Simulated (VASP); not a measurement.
# Hf (R-3m) in VASP: further runs

Hf is run at these levels: PBE; tasks: single point, relaxation of cell and atoms.

Program: VASP 6.6.1. These are calculated values, not measurements. Logs are shortened: lines on timing, memory, paths and dates and some standing lists are left out, and cuts for length are marked.

**1. The cell of the first run**

Symmetry: R-3m, No. 166, trigonal system. The conventional cell has a = 3.193 Å, b = 3.193 Å, c = 23.120 Å, α = 90.00°, β = 90.00°, γ = 120.00°. Hf (site symmetry -3m) has 12 Hf at 3.15 to 3.19 Å within 4.1 Å. Hf (site symmetry 3m) has 12 Hf at 3.15 to 3.19 Å within 4.1 Å.

**2. Single point, PBE**

File INCAR:

```
PREC = Accurate ; ENCUT = 520
EDIFF = 1E-6 ; ISMEAR = 0
SIGMA = 0.1 ; LREAL = F
LASPH = T ; NELM = 80
ALGO = Fast ; ISIF = 2
LWAVE = F ; LCHARG = F
GGA = PE ; NBANDS = 22
```

File KPOINTS:

```
regular mesh
0
Gamma
  6 6 6
```

File POSCAR:

```
Hf
1.0
    1.5966419203      0.9218216425      7.7066976782
   -1.5966419203      0.9218216425      7.7066976782
    0.0000000000     -1.8436432850      7.7066976782
Hf
3
Direct
    0.0000000000      0.0000000000      0.0000000000
    0.2226716937      0.2226716937      0.2226716937
    0.7773283063      0.7773283063      0.7773283063
```

Potentials or basis: VASP PAW PBE potentials, release 64 (Hf_pv).

Started as:

```bash
cat potpaw_PBE.64/Hf_pv/POTCAR > POTCAR
mpirun -np 1 vasp_std > vasp.out
```

OUTCAR:

```text
PREC = Accurate
   ENCUT = 520
   EDIFF = 1E-6
   ISMEAR = 0
   LREAL = F
   LASPH = T
   NELM = 80
   ISIF = 2
   GGA = PE

 ion  position               nearest neighbor table
   1  0.000  0.000  0.000-   3 3.15   3 3.15   2 3.15   2 3.15   3 3.15   2 3.15
   2  0.223  0.223  0.223-   1 3.15   1 3.15   1 3.15   3 3.18   3 3.18   3 3.18
   3  0.777  0.777  0.777-   1 3.15   1 3.15   1 3.15   2 3.18   2 3.18   2 3.18

  LATTYP: Found a trigonal (rhomboedric) cell.
 ALAT       =     7.9241535614
 COS(alpha) =     0.9188031307

  Lattice vectors:

 A1 = (   1.5966419203,   0.9218216425,   7.7066976782)
 A2 = (  -1.5966419203,   0.9218216425,   7.7066976782)
 A3 = (   0.0000000000,  -1.8436432850,   7.7066976782)

Analysis of symmetry for initial positions (statically):
=====================================================================
 Subroutine PRICEL returns:
 Original cell was already a primitive cell.

 Routine SETGRP: Setting up the symmetry group for a
 trigonal (rhombohedral) supercell.

 Subroutine GETGRP returns: Found 12 space group operations
 (whereof 12 operations were pure point group operations)
 out of a pool of 12 trial point group operations.

The static configuration has the point symmetry D_3d.

Analysis of symmetry for dynamics (positions and initial velocities):
=====================================================================
 Subroutine PRICEL returns:
 Original cell was already a primitive cell.

 Routine SETGRP: Setting up the symmetry group for a
 trigonal (rhombohedral) supercell.

 Subroutine GETGRP returns: Found 12 space group operations
 (whereof 12 operations were pure point group operations)
 out of a pool of 12 trial point group operations.

The dynamic configuration has the point symmetry D_3d.

 Subroutine INISYM returns: Found 12 space group operations
 (whereof 12 operations are pure point group operations),
 and found     1 'primitive' translations

----------------------------------------------------------------------------------------

                                     Primitive cell

  volume of cell :      68.0572

  direct lattice vectors                    reciprocal lattice vectors
     1.596641920  0.921821642  7.706697678     0.313157254  0.180801425  0.043252421
    -1.596641920  0.921821642  7.706697678    -0.313157254  0.180801425  0.043252421
     0.000000000 -1.843643285  7.706697678     0.000000000 -0.361602850  0.043252421
[... 85 lines left out ...]
   NELM   =     80;   NELMIN=  2; NELMDL= -5     # of ELM steps
   EDIFF  = 0.1E-05   stopping-criterion for ELM
   LREAL  =      F    real-space projection
   EDIFFG = 0.1E-04   stopping-criterion for IOM
   NSW    =      0    number of steps for IOM
   IBRION =     -1    ionic relax: 0-MD 1-quasi-New 2-CG
   NFREE  =      0    steps in history (QN), initial steepest desc. (CG)
   ISIF   =      2    stress and relaxation
   ISYM   =      2    0-nonsym 1-usesym 2-fastsym
   POTIM  = 0.5000    time-step for ionic-motion
   TEBEG  =    0.0;   TEEND  =   0.0 temperature during run
   PSTRESS=    0.0 pullay stress
   NELECT =      30.0000    total number of electrons
   NUPDOWN=      -1.0000    fix difference up-down
   EMIN   =  10.00;   EMAX   =-10.00  energy-range for DOS
   EFERMI =   0.00;   METHOD = LEGACY
   ISMEAR =     0;   SIGMA  =   0.10  broadening in eV -4-tet -1-fermi 0-gaus
   EFERMI_NEDOS =   21; number of points for ismear=-14 and -15
   IALGO  =     68    algorithm
   IMIX   =      4    mixing-type and parameters
     AMIX     =   0.40;   BMIX     =  1.00
     AMIX_MAG =   1.60;   BMIX_MAG =  1.00
  volume/ion in A,a.u.               =      22.69       153.09
  Fermi-wavevector in a.u.,A,eV,Ry     =   1.245921  2.354450 21.120592  1.552320
  Thomas-Fermi vector in A             =   2.380122
   LORBIT       =      0    0 simple, 1 ext, 2 COOP (PROOUT), +10 PAW based schemes
   GGA     = PE    functional components
   LHFCALC =     F    Hartree Fock is set to
   AEXX    =    0.0000 exact exchange contribution
   IVDW    =     0    specifies the selected vdW correction
   LEPSILON=     F    determine dielectric tensor
   LRPA    =     F    only Hartree local field effects (RPA)
 non-spin polarized calculation
 RMM-DIIS sequential band-by-band and
 Gauss-broadening in eV      SIGMA  =   0.10
  energy-cutoff  :      520.00
  volume of cell :       68.06
 maximum number of plane-waves:      1850
   NGX = 29   NGY = 29   NGZ = 29

 number of electron      30.0000003 magnetization

 Free energy of the ion-electron system (eV)
  ---------------------------------------------------
  ext. energy  EPLUGINS =         0.00000000
  ---------------------------------------------------
  free energy    TOTEN  =       -29.67470680 eV

  energy without entropy =      -29.65380144  energy(sigma->0) =      -29.66425412

 E-fermi :   4.7639     XC(G=0): -11.2215

 val. band max:        4.7463917779   @ k =   0.1667   0.1667   0.1667
 cond. band min:       4.7801582710   @ k =  -0.3333   0.5000   0.1667
 fundamental gap:      0.0337664931
 Fermi energy:         4.7638923327

 k-point     1 :       0.0000    0.0000    0.0000
  band No.  band energies     occupation
      1     -26.0419      2.00000
      2     -26.0354      2.00000
      3     -25.5306      2.00000
      4     -25.5306      2.00000
      5     -25.5081      2.00000
      6     -25.5081      2.00000
[... 589 lines left out ...]
     21       8.9877      0.00000
     22       9.7647      0.00000

 [... further k-points ...]

------------------------ aborting loop because EDIFF is reached ----------------------------------------

  FORCE on cell =-STRESS in cart. coord.  units (eV):
  Direction    XX          YY          ZZ          XY          YZ          ZX
  --------------------------------------------------------------------------------------
  -------------------------------------------------------------------------------------
  Total       -0.2850127     -0.2850127     -0.3226678     -0.0000000      0.0000000      0.0000000
  in kB       -6.7096633     -6.7096633     -7.5961273     -0.0000000      0.0000000      0.0000000
  external PRESSURE =      -7.0051513 kB  Pullay stress =       0.0000000 kB

 VOLUME and BASIS-vectors are now :
 -----------------------------------------------------------------------------
  energy-cutoff  :      520.00
  volume of cell :       68.06
      direct lattice vectors                 reciprocal lattice vectors
     1.596641920  0.921821642  7.706697678     0.313157254  0.180801425  0.043252421
    -1.596641920  0.921821642  7.706697678    -0.313157254  0.180801425  0.043252421
     0.000000000 -1.843643285  7.706697678     0.000000000 -0.361602850  0.043252421

 POSITION                                       TOTAL-FORCE (eV/Angst)
 -----------------------------------------------------------------------------------
      0.00000      0.00000      0.00000         0.000000      0.000000      0.000000
      0.00000      0.00000      5.14819         0.000000     -0.000000      0.014211
      0.00000      0.00000     17.97190         0.000000      0.000000     -0.014211
 -----------------------------------------------------------------------------------
    total drift:                                0.000000     -0.000000      0.000000

  FREE ENERGIE OF THE ION-ELECTRON SYSTEM (eV)
  ---------------------------------------------------
  free  energy   TOTEN  =       -29.6747068002 eV

  energy  without entropy=      -29.6538014424  energy(sigma->0) =      -29.66425412
```

It took 2 min on 1 thread of Intel Xeon 6975P-C (Granite Rapids), shared host; peak memory 0.47 GiB.

Results:

- Free energy: -29.6747 eV
- Pressure: -0.7 GPa
- Largest force: 0.014 eV/Å
- Band gap on the k mesh: zero (bands 15 and 16 overlap by 1.40 eV)

Forces on the atoms (eV/Å):
```
Hf   0.000  0.000  0.000
Hf   0.000  0.000  0.014
Hf   0.000  0.000 -0.014
```

Caveat: the k points lie up to 0.38 Å⁻¹ apart, too coarse for converged energies and pressures of a metal; spin-orbit coupling is left out, which moves the levels of the heavy elements.

**3. Single point, PBE**

This run uses another cell than the first one, of 25.87 Å³/atom.

File INCAR:

```
SYSTEM = Hf
  ALGO = Normal
  EDIFF = 1E-7
  ENCUT = 520
  GGA = PE
  ISIF = 2
  ISMEAR = 0
  LASPH = .TRUE.
  LCHARG = .TRUE.
  LELF = .TRUE.
  LREAL = .FALSE.
  LVHAR = .TRUE.
  LWAVE = .FALSE.
  NBANDS = 22
  NELM = 80
  PREC = Accurate
  SIGMA = 0.1
```

File KPOINTS:

```
k-points
0
G
  6 6 6
  0 0 0
```

File POSCAR:

```
Hf
1.0
    1.6673523697      0.9626463394      8.0582093804
   -1.6673523697      0.9626463394      8.0582093804
    0.0000000000     -1.9252926790      8.0582093804
Hf
3
Direct
    0.0000000000      0.0000000000      0.0000000000
    0.2222200000      0.2222200000      0.2222200000
    0.7777800000      0.7777800000      0.7777800000
```

Potentials or basis: VASP PAW PBE potentials, release 64 (Hf_pv).

Started as:

```bash
cat potpaw_PBE.64/Hf_pv/POTCAR > POTCAR
mpirun -np 1 vasp_std > vasp.out
```

OUTCAR:

```text
SYSTEM = Hf
   EDIFF = 1E-7
   ENCUT = 520
   GGA = PE
   ISIF = 2
   ISMEAR = 0
   LASPH = .TRUE.
   LREAL = .FALSE.
   NELM = 80
   PREC = Accurate

 ion  position               nearest neighbor table
   1  0.000  0.000  0.000-   3 3.30   3 3.30   2 3.30   2 3.30   3 3.30   2 3.30
   2  0.222  0.222  0.222-   3 3.30   3 3.30   3 3.30   1 3.30   1 3.30   1 3.30
   3  0.778  0.778  0.778-   2 3.30   2 3.30   2 3.30   1 3.30   1 3.30   1 3.30

  LATTYP: Found a trigonal (rhomboedric) cell.
 ALAT       =     8.2850160119
 COS(alpha) =     0.9189975651

  Lattice vectors:

 A1 = (   1.6673523697,   0.9626463394,   8.0582093804)
 A2 = (  -1.6673523697,   0.9626463394,   8.0582093804)
 A3 = (   0.0000000000,  -1.9252926790,   8.0582093804)

Analysis of symmetry for initial positions (statically):
=====================================================================
 Subroutine PRICEL returns:
 Original cell was already a primitive cell.

 Routine SETGRP: Setting up the symmetry group for a
 trigonal (rhombohedral) supercell.

 Subroutine GETGRP returns: Found 12 space group operations
 (whereof 12 operations were pure point group operations)
 out of a pool of 12 trial point group operations.

The static configuration has the point symmetry D_3d.

Analysis of symmetry for dynamics (positions and initial velocities):
=====================================================================
 Subroutine PRICEL returns:
 Original cell was already a primitive cell.

 Routine SETGRP: Setting up the symmetry group for a
 trigonal (rhombohedral) supercell.

 Subroutine GETGRP returns: Found 12 space group operations
 (whereof 12 operations were pure point group operations)
 out of a pool of 12 trial point group operations.

The dynamic configuration has the point symmetry D_3d.

[... 115 lines left out ...]
   ISMEAR =     0;   SIGMA  =   0.10  broadening in eV -4-tet -1-fermi 0-gaus
   EFERMI_NEDOS =   21; number of points for ismear=-14 and -15
   IALGO  =     38    algorithm
   IMIX   =      4    mixing-type and parameters
     AMIX     =   0.40;   BMIX     =  1.00
     AMIX_MAG =   1.60;   BMIX_MAG =  1.00
  volume/ion in A,a.u.               =      25.87       174.57
  Fermi-wavevector in a.u.,A,eV,Ry     =   1.192579  2.253648 19.350823  1.422245
  Thomas-Fermi vector in A             =   2.328614
   LORBIT       =      0    0 simple, 1 ext, 2 COOP (PROOUT), +10 PAW based schemes
   GGA     = PE    functional components
   LHFCALC =     F    Hartree Fock is set to
   AEXX    =    0.0000 exact exchange contribution
   IVDW    =     0    specifies the selected vdW correction
   LEPSILON=     F    determine dielectric tensor
   LRPA    =     F    only Hartree local field effects (RPA)
 non-spin polarized calculation
 Gauss-broadening in eV      SIGMA  =   0.10
  energy-cutoff  :      520.00
  volume of cell :       77.60
 maximum number of plane-waves:      2109
 NGX is ok and might be reduce to    64
   NGX = 31   NGY = 31   NGZ = 31

 number of electron      30.0000000 magnetization

 Free energy of the ion-electron system (eV)
  ---------------------------------------------------
  ext. energy  EPLUGINS =         0.00000000
  ---------------------------------------------------
  free energy    TOTEN  =       -29.27180823 eV

  energy without entropy =      -29.24844077  energy(sigma->0) =      -29.26012450

 E-fermi :   3.9231     XC(G=0): -10.6426

 val. band max:        3.9120689674   @ k =   0.3333   0.1667   0.0000
 cond. band min:       3.9262463608   @ k =   0.1667   0.1667   0.1667
 fundamental gap:      0.0141773933
 Fermi energy:         3.9231410344

 k-point     1 :       0.0000    0.0000    0.0000
  band No.  band energies     occupation
      1     -27.1600      2.00000
      2     -27.1477      2.00000
      3     -26.8422      2.00000
      4     -26.8422      2.00000
      5     -26.8194      2.00000
      6     -26.8194      2.00000
[... 589 lines left out ...]
     21       7.5852      0.00000
     22       8.1980      0.00000

 [... further k-points ...]

------------------------ aborting loop because EDIFF is reached ----------------------------------------

  FORCE on cell =-STRESS in cart. coord.  units (eV):
  Direction    XX          YY          ZZ          XY          YZ          ZX
  --------------------------------------------------------------------------------------
  -------------------------------------------------------------------------------------
  Total       -5.6100292     -5.6100292     -5.7945681      0.0000000      0.0000000      0.0000000
  in kB     -115.8221851   -115.8221851   -119.6320934      0.0000000      0.0000000      0.0000000
  external PRESSURE =    -117.0921545 kB  Pullay stress =       0.0000000 kB

 VOLUME and BASIS-vectors are now :
 -----------------------------------------------------------------------------
  energy-cutoff  :      520.00
  volume of cell :       77.60
      direct lattice vectors                 reciprocal lattice vectors
     1.667352370  0.962646339  8.058209380     0.299876624  0.173133850  0.041365683
    -1.667352370  0.962646339  8.058209380    -0.299876624  0.173133850  0.041365683
     0.000000000 -1.925292679  8.058209380     0.000000000 -0.346267699  0.041365683

 POSITION                                       TOTAL-FORCE (eV/Angst)
 -----------------------------------------------------------------------------------
      0.00000      0.00000      0.00000         0.000000      0.000000      0.000000
      0.00000     -0.00000      5.37209         0.000000     -0.000000      0.059437
      0.00000     -0.00000     18.80254         0.000000      0.000000     -0.059437
 -----------------------------------------------------------------------------------
    total drift:                               -0.000000     -0.000000      0.000000

  FREE ENERGIE OF THE ION-ELECTRON SYSTEM (eV)
  ---------------------------------------------------
  free  energy   TOTEN  =       -29.2718082323 eV

  energy  without entropy=      -29.2484407721  energy(sigma->0) =      -29.26012450
```

It took 2.5 min on 1 thread of Intel Xeon 6975P-C (Granite Rapids), shared host; peak memory 0.53 GiB.

Results:

* Free energy: -29.2718 eV
* Pressure: -11.7 GPa
* Largest force: 0.059 eV/Å
* Band gap on the k mesh: zero (bands 15 and 16 overlap by 1.27 eV)

Forces in eV/Å, atoms in the order of the input:
```
Hf   0.000  0.000  0.000
Hf   0.000  0.000  0.059
Hf   0.000  0.000 -0.059
```

Stress tensor (GPa, compression positive):
```
-11.58   0.00   0.00
  0.00 -11.58   0.00
  0.00   0.00 -11.96
```

Levels at points of the mesh, in eV from the Fermi level:
```
           k point  band 12  band 13  band 14  band 15  band 16  band 17  band 18  band 19
(0.00, 0.00, 0.00)    -4.20    -0.14    -0.13     1.03     1.03     1.22     1.22     1.25
(0.50, 0.00, 0.00)    -2.45    -1.39    -1.28    -0.52     0.34     0.93     1.16     1.34
(0.50, 0.50, 0.00)    -2.41    -1.65    -0.91    -0.47     0.62     0.81     1.20     1.61
(0.50, 0.50, 0.50)    -3.33     0.15     0.58     0.64     1.00     1.00     1.32     1.32
```

Caveat: the k points lie up to 0.37 Å⁻¹ apart, too coarse for converged energies and pressures of a metal; spin-orbit coupling is left out, which moves the levels of the heavy elements.

**4. Relaxation of cell and atoms, PBE**

This run uses another cell than the first one, of 25.87 Å³/atom.

File INCAR:

```
ALGO = Normal ; EDIFF = 1E-7
EDIFFG = -0.04 ; ENCUT = 600
GGA = PE ; IBRION = 2
ISIF = 3 ; ISMEAR = 0
LASPH = T ; LCHARG = F
LREAL = F ; LWAVE = F
NELM = 100 ; NSW = 90
PREC = Accurate ; SIGMA = 0.1
```

File KPOINTS:

```
k-points
0
Gamma
  6 6 6
```

POSCAR is that of step 3.

Started as:

```bash
cat potpaw_PBE.64/Hf_pv/POTCAR > POTCAR
mpirun -np 1 vasp_std > vasp.out
```

It took 17 min on 1 thread of Intel Xeon 6975P-C (Granite Rapids), shared host; peak memory 0.77 GiB.

It converged, with:

```yaml
Free_energy: -29.6773 eV
Relaxed_volume: 22.56 Å³/atom
Relaxed_cell: a = 7.905 Å, b = 7.905 Å, c = 7.905 Å, α = 23.27°, β = 23.27°, γ = 23.27°
Space_group_after_relaxing_to_0.1_Å: R-3m (No. 166)
Energy_gained_by_relaxing: 135.0 meV/atom
Ionic_steps: 8
Pressure_after_relaxing: -0.1 GPa
Largest_force_after_relaxing: 0.027 eV/Å
Band_gap_on_the_k_mesh: zero (bands 15 and 16 overlap by 1.41 eV)
```

Forces in eV/Å, atoms in the order of the input:
```
Hf   0.000  0.000  0.000
Hf   0.000  0.000  0.027
Hf   0.000  0.000 -0.027
```

Step by step:
```tsv
step	energy change (eV)	largest force (eV/Å)	pressure (GPa)	volume (Å³)
1	0.0000	0.0595	-11.70	77.60
2	0.1304	0.0716	20.13	58.26
3	-0.4037	0.0790	-0.47	67.93
4	-0.4041	0.0795	-0.04	67.66
5	-0.4040	0.0797	0.26	67.47
6	-0.4045	0.0547	-0.25	67.79
7	-0.4045	0.0573	-0.20	67.75
8	-0.4049	0.0270	-0.09	67.69
```

Final structure:
```cif
data_structure
_symmetry_space_group_name_H-M 'P 1'
_symmetry_Int_Tables_number 1
_cell_length_a 7.9055
_cell_length_b 7.9055
_cell_length_c 7.9055
_cell_angle_alpha 23.268
_cell_angle_beta 23.268
_cell_angle_gamma 23.268
_cell_volume 67.69
loop_
_atom_site_label
_atom_site_type_symbol
_atom_site_fract_x
_atom_site_fract_y
_atom_site_fract_z
_atom_site_occupancy
Hf1 Hf 0.00000 0.00000 0.00000 1
Hf2 Hf 0.22259 0.22259 0.22259 1
Hf3 Hf 0.77741 0.77741 0.77741 1
```

Levels at points of the mesh, in eV from the Fermi level:
| k point | band 12 | band 13 | band 14 | band 15 | band 16 | band 17 | band 18 | band 19 |
| --- | --- | --- | --- | --- | --- | --- | --- | --- |
| (0.00, 0.00, 0.00) | -4.40 | -0.09 | -0.03 | 1.08 | 1.08 | 1.33 | 1.33 | 1.39 |
| (0.50, 0.00, 0.00) | -2.76 | -1.68 | -1.57 | -0.35 | 0.44 | 0.96 | 1.61 | 1.65 |
| (0.50, 0.50, 0.00) | -2.83 | -1.99 | -0.90 | -0.46 | 0.72 | 1.01 | 1.64 | 1.79 |
| (0.50, 0.50, 0.50) | -3.67 | 0.51 | 0.61 | 0.70 | 1.06 | 1.06 | 1.42 | 1.42 |

Caveat: the k points lie up to 0.38 Å⁻¹ apart in the final cell, too coarse for converged energies and pressures of a metal; spin-orbit coupling is left out, which moves the levels of the heavy elements.

(Part 1 of 2 ends here.)
